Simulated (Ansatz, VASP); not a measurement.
# Two plane-wave programs on PbS

Contents of INCAR:

```
PREC = Accurate
ENCUT = 520
EDIFF = 1E-6
ISMEAR = 0
SIGMA = 0.05
LREAL = F
LASPH = T
NELM = 60
ALGO = Normal
ISIF = 2
LWAVE = F
LCHARG = F
GGA = PE
IVDW = 12
NBANDS = 17
```

Contents of KPOINTS:

```
Automatic mesh
0
Gamma
  10 10 10
```

File POSCAR:

```
PbS
1.0
    3.6019001576      0.0000000000      0.0000000000
    0.0000000000      3.6019001576      0.0000000000
    0.0000000000      0.0000000000      3.6019001576
Pb S
1 1
Direct
    0.0000000000      0.0000000000      0.0000000000
    0.5000000000      0.5000000000      0.5000000000
```

Input for Ansatz:

```yaml
crystal:
  lattice:
    - [3.6019001576, 0.0, 0.0]
    - [0.0, 3.6019001576, 0.0]
    - [0.0, 0.0, 3.6019001576]
  atoms:
    - { symbol: Pb, position: [0.0, 0.0, 0.0] }
    - { symbol: S, position: [0.5, 0.5, 0.5] }
basis:
  ecutwfc: 420
  ecutrho_ratio: 4
kpoints:
  mp_grid: { grid: [10, 10, 10] }
hamiltonian:
  xc: pbe
  dispersion: d3bj
scf:
  occupations: { method: gaussian, width: 0.05 }
output:
  forces: true
  stress: true
  eigenvalues: true
```

Alike in both runs: task single point; functional PBE; dispersion D3(BJ); k mesh 10 × 10 × 10; occupations gaussian, width 0.05 eV; no spin polarisation.

|  | VASP | Ansatz |
| --- | --- | --- |
| version | VASP 6.6.1 | Ansatz 0.2.0 |
| potentials or method | VASP PAW PBE potentials, release 64 (Pb_d, S), cutoff 520 eV | scalar-relativistic, plane waves, PAW |
| valence electrons in the cell | 20 | 20 |

VASP gave:

```
gap on the k mesh at the Fermi level (eV) : none
pressure (GPa)                            : -0.1
```

Question: What did Ansatz give for the same quantities?

Answer: gap on the k mesh at the Fermi level (eV): none; pressure (GPa): 0.0.

A gap of «none» marks a metal or a gap that the smearing closes.

Neither program's run includes spin-orbit coupling.
